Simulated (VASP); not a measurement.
A run of VASP 6.6.1 is set up as follows.

File INCAR:

```
SYSTEM = Li3Si2N
PREC = Accurate
ENCUT = 520
EDIFF = 1E-6
ISMEAR = 0
SIGMA = 0.1
LREAL = .FALSE.
LASPH = .TRUE.
NELM = 100
ALGO = Normal
ISIF = 2
LWAVE = .FALSE.
LCHARG = .FALSE.
GGA = PE
NBANDS = 20
```

The input KPOINTS:

```
regular mesh
0
G
  6 6 4
  0 0 0
```

Contents of POSCAR:

```
Li3Si2N
1.0
    4.1574710600      0.0000000000      0.0000000000
   -2.0787355300      3.6004755500      0.0000000000
    0.0000000000      0.0000000000      4.8631907300
Li Si N
3 2 1
Direct
    0.3692242300      0.0000000000      0.5000000000
    0.0000000000      0.3692242300      0.5000000000
    0.6307757700      0.6307757700      0.5000000000
    0.0000000000      0.0000000000      0.7012206100
    0.0000000000      0.0000000000      0.2987793900
    0.0000000000      0.0000000000      0.0000000000
```

Potentials or basis: VASP PAW PBE potentials, release 64 (Li_sv, Si, N).

Command:

```bash
$ cat potpaw_PBE.64/Li_sv/POTCAR potpaw_PBE.64/Si/POTCAR potpaw_PBE.64/N/POTCAR > POTCAR
$ mpirun -np 1 vasp_std > vasp.out
```

Question: What does it give for the band gap on the k mesh?

Answer: Zero (bands 11 and 12 overlap by 0.87 eV).

Question: Estimate the largest force.

Answer: 8.015 eV/Å.

Forces in eV/Å, atoms in the order of the input:
```
Li   8.015  0.000  0.000
Li  -4.007  6.941  0.000
Li  -4.007 -6.941  0.000
Si   0.000  0.000  2.643
Si   0.000  0.000 -2.643
N    0.000  0.000  0.000
```

Caveat: forces of over 1 eV/Å act on the atoms, so gaps and moduli don't describe the material at rest.
